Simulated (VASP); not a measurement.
SnO2 (rutile type):

```
Sn O
1.0
     4.58216    0.00000    0.00000
     0.00000    4.58216    0.00000
     0.00000    0.00000    3.02422
Sn O
2 4
Direct
  0.00000 0.00000 0.00000
  0.50000 0.50000 0.50000
  0.30500 0.30500 0.00000
  0.69500 0.69500 0.00000
  0.80500 0.19500 0.50000
  0.19500 0.80500 0.50000
```

| Item | Value |
| --- | --- |
| Program | VASP 6.6.1 |
| Task | relaxation of cell and atoms |
| Functional | PBE |
| Potentials or basis | VASP PAW PBE potentials, release 64 (Sn_d, O) |
| Cutoff | 600 eV |
| k mesh | 7 × 7 × 11 |
| Occupations | fermi-dirac, width 0.08 eV |
| Spin | no spin polarisation |

At the start: pressure 48.6 GPa; volume 10.58 Å³/atom.

Task: How do energy, volume and symmetry change on relaxing?

Result: Over 15 steps the energy falls by 265.6 meV/atom and the volume is 12.62 Å³/atom (+19.3 %); space group P4_2/mnm (No. 136, to 0.1 Å) before and after.

Step by step:
| step | energy change (eV) | largest force (eV/Å) | pressure (GPa) | volume (Å³) |
| --- | --- | --- | --- | --- |
| 1 | 0.0000 | 0.6360 | 48.63 | 63.50 |
| 2 | 0.8038 | 0.6687 | -25.19 | 97.75 |
| 3 | -1.5611 | 0.5317 | -1.88 | 76.21 |
| 4 | -1.5677 | 0.5025 | -0.20 | 75.51 |
| 5 | -1.5682 | 0.4916 | 0.41 | 75.25 |
| 6 | -1.5931 | 0.0878 | -0.12 | 75.69 |
| 7 | -1.5938 | 0.0068 | -0.16 | 75.78 |
| 8 | -1.5938 | 0.0015 | -0.18 | 75.79 |
| 9 | -1.5938 | 0.0143 | 0.16 | 75.65 |
| 10 | -1.5938 | 0.0086 | 0.00 | 75.72 |
| 11 | -1.5938 | 0.0083 | 0.02 | 75.72 |
| 12 | -1.5938 | 0.0054 | -0.09 | 75.75 |
| 13 | -1.5938 | 0.0077 | 0.00 | 75.73 |
| 14 | -1.5938 | 0.0072 | -0.01 | 75.73 |
| 15 | -1.5938 | 0.0012 | -0.01 | 75.72 |

Final structure:
```
CELL_PARAMETERS angstrom
4.83259 0.00000 0.00000
0.00000 4.83259 0.00000
0.00000 0.00000 3.24240
ATOMIC_POSITIONS crystal
Sn 0.00000 0.00000 0.00000
Sn 0.50000 0.50000 0.50000
O 0.30656 0.30656 0.00000
O 0.69344 0.69344 0.00000
O 0.80656 0.19344 0.50000
O 0.19344 0.80656 0.50000
```

Caveat: the volume moved by over 15 % at a fixed basis, so the end points are rough.
